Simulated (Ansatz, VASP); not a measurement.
# One calculation of B, two programs

```xyz
12
Lattice="2.4495 1.4142 4.1711 -2.4495 1.4142 4.1711 0.0000 -2.8285 4.1711" Properties=species:S:1:pos:R:3 pbc="T T T"
B    -1.5790    0.9116    2.8118
B     0.0000   -1.8232    2.8118
B     1.5790    0.9116    2.8118
B     1.5790   -0.9116    9.7014
B    -1.5790   -0.9116    9.7014
B     0.0000    1.8232    9.7014
B    -1.0075    0.5817    4.4746
B     0.0000   -1.1634    4.4746
B     1.0075    0.5817    4.4746
B     1.0075   -0.5817    8.0386
B    -1.0075   -0.5817    8.0386
B     0.0000    1.1634    8.0386
```

Alike in both runs: functional r2SCAN; k mesh 4 × 4 × 4; occupations fermi-dirac, width 0.05 eV; no spin polarisation.

Ansatz relaxed the structure, and its values are those at the end. VASP's run is a single point on that final structure, the one shown.

```csv
,VASP,Ansatz
version,VASP 6.6.1,Ansatz 0.2.0
potentials or method,"VASP PAW PBE potentials, release 64 (B), cutoff 520 eV","plane waves (500 eV) with PAW, scalar-relativistic"
valence electrons in the cell,36,36
```

Ansatz gave:

- pressure (GPa): 0.0
- rms of the force components (eV/Å): 0.000

Question: Estimate VASP's values.

Answer: Pressure (GPa): 0.2; rms of the force components (eV/Å): 0.011.

VASP's potentials were made for PBE, not for r2SCAN. The functional is the same, so the differences come from potentials, cutoffs and numerics.
